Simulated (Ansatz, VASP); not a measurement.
One calculation of Ir, two programs

INCAR

```
ALGO = Normal
DIPOL = 0.5 0.5 0.500
EDIFF = 1E-6
ENCUT = 520
GGA = CA
IDIPOL = 3
ISIF = 2
ISMEAR = -4
LASPH = T
LCHARG = T
LDIPOL = T
LELF = T
LREAL = F
LVACPOTAV = T
LVHAR = T
LWAVE = F
NBANDS = 30
NELM = 100
PREC = Accurate
SIGMA = 0.1
```

The input KPOINTS:

```
k-points
0
Gamma
  15 15 1
```

File POSCAR:

```
Ir
1.0
    2.6954010160      0.0000000000      0.0000000000
   -1.3477005080      2.3342857532      0.0000000000
    0.0000000000      0.0000000000     21.6983000000
Ir
5
Direct
    0.8333333333      0.1666666667      0.2995629266
    0.1666666667      0.8333333333      0.3987913948
    0.5000000000      0.5000000000      0.4999999991
    0.8333333333      0.1666666667      0.6012086053
    0.1666666667      0.8333333333      0.7004370734
```

Input for Ansatz:

```yaml
crystal:
  lattice:
    - [2.695401016, 0.0, 0.0]
    - [-1.347700508, 2.3342857532, 0.0]
    - [0.0, 0.0, 21.6983]
  atoms:
    - { symbol: Ir, position: [0.8333333333, 0.1666666667, 0.2995629266] }
    - { symbol: Ir, position: [0.1666666667, 0.8333333333, 0.3987913948] }
    - { symbol: Ir, position: [0.5, 0.5, 0.4999999991] }
    - { symbol: Ir, position: [0.8333333333, 0.1666666667, 0.6012086053] }
    - { symbol: Ir, position: [0.1666666667, 0.8333333333, 0.7004370734] }
kpoints:
  mp_grid: { grid: [15, 15, 1] }
scf:
  occupations: { method: tetrahedron_uncorrected }
hamiltonian:
  xc: lda
  pseudopotentials: { kind: paw }
output:
  forces: true
  stress: true
  eigenvalues: true
  write_density: true
  write_potential: true
  elf: true
  volumetric_format: npy
efield:
  axis: 3
  amplitude: 0
  dipole_correction: true
```

Alike in both runs: task single point; functional LDA; k mesh 15 × 15 × 1; no spin polarisation.

|  | VASP | Ansatz |
| --- | --- | --- |
| version | VASP 6.6.1 | Ansatz 0.2.0 |
| potentials or method | VASP PAW LDA potentials, release 64 (Ir) | PAW with Ansatz's default frozen-core files, scalar-relativistic |
| plane-wave cutoff (eV) | 520 | 420 |
| occupations | tetrahedron | tetrahedron-uncorrected |
| valence electrons in the cell | 45 | 85 |

VASP gave:

- gap on the k mesh at the Fermi level (eV): none
- rms of the force components (eV/Å): 0.047

**Question.** Which values does Ansatz return?

**Answer.** gap on the k mesh at the Fermi level (eV): none; rms of the force components (eV/Å): 0.004.

LDA's correlation is that of Perdew and Zunger in VASP and of Perdew and Wang (1992) in Ansatz. Atom by atom the forces differ by 0.044 eV/Å (rms over components). A gap of «none» marks a metal or a gap that the smearing closes. VASP's potentials hold 45 valence electrons a cell and Ansatz's 85, so a difference there can come from the potentials and not from the codes. Ansatz's warnings: band table not solved further, vacuum density over bound, xc potential rough in thin density.

Spin-orbit coupling is off throughout.
